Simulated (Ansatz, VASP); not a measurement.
**Ta3N in VASP and in Ansatz**

File INCAR:

```
SYSTEM = Ta3N
PREC = Accurate
ENCUT = 520
EDIFF = 1E-6
ISMEAR = 0
SIGMA = 0.1
LREAL = .FALSE.
LASPH = .TRUE.
NELM = 150
ALGO = Normal
ISIF = 2
LWAVE = .FALSE.
LCHARG = .FALSE.
ISPIN = 2
MAGMOM = 1 1 1 0
LORBIT = 11
LMAXMIX = 4
GGA = PE
NBANDS = 31
```

File KPOINTS:

```
regular mesh
0
G
  6 6 2
  0 0 0
```

POSCAR

```
Ta3N
1.0
    3.0322239600      0.0000000000      0.0000000000
   -1.5161119800      2.6259829800      0.0000000000
    0.0000000000      0.0000000000      7.5241370200
Ta N
3 1
Direct
    0.0000000000      0.0000000000      0.5000000000
    0.3333333300      0.6666666700      0.1739300000
    0.6666666700      0.3333333300      0.8260700000
    0.0000000000      0.0000000000      0.0000000000
```

Input for Ansatz:

```yaml
crystal:
  lattice:
    - [3.03222396, 0.0, 0.0]
    - [-1.51611198, 2.62598298, 0.0]
    - [0.0, 0.0, 7.52413702]
  atoms:
    - { symbol: Ta, position: [0.0, 0.0, 0.5], spin: 1.0 }
    - { symbol: Ta, position: [0.33333333, 0.66666667, 0.17393], spin: 1.0 }
    - { symbol: Ta, position: [0.66666667, 0.33333333, 0.82607], spin: 1.0 }
    - { symbol: "N", position: [0.0, 0.0, 0.0] }
basis:
  ecutwfc: 420
kpoints:
  mp_grid: { grid: [6, 6, 2] }
hamiltonian:
  xc: pbe
scf:
  occupations: { method: gaussian, width: 0.1 }
  lower_state_search: "off"
output:
  forces: true
  stress: true
  eigenvalues: true
  populations: true
magnetization:
  spin_polarized: true
```

Alike in both runs: task single point; functional PBE; k mesh 6 × 6 × 2; occupations gaussian, width 0.1 eV; collinear spin.

|  | VASP | Ansatz |
| --- | --- | --- |
| version | VASP 6.6.1 | Ansatz 0.2.0 |
| potentials or method | VASP PAW PBE potentials, release 64 (Ta_pv, N), cutoff 520 eV | scalar-relativistic, plane waves, PAW |
| valence electrons in the cell | 38 | 44 |

```csv
,VASP,Ansatz,Ansatz less VASP
gap on the k mesh at the Fermi level (eV),none,none,-
pressure (GPa),0.2,-0.1,-0.27
"traceless stress, the component that is largest in VASP (GPa)",3.55,3.54,-0.004
rms of the force components (eV/Å),0.011,0.031,+0.0198
net moment per atom (μB),0.00,0.00,0.000
```

Atom by atom the forces differ by 0.020 eV/Å (rms over components). A gap of «none» marks a metal or a gap that the smearing closes. VASP's potentials hold 38 valence electrons a cell and Ansatz's 44, so a difference there can come from the potentials and not from the codes. Ansatz's warnings: seeded moment not kept.

The k mesh is coarse, so the values compare programs but aren't converged. Neither program's run includes spin-orbit coupling.
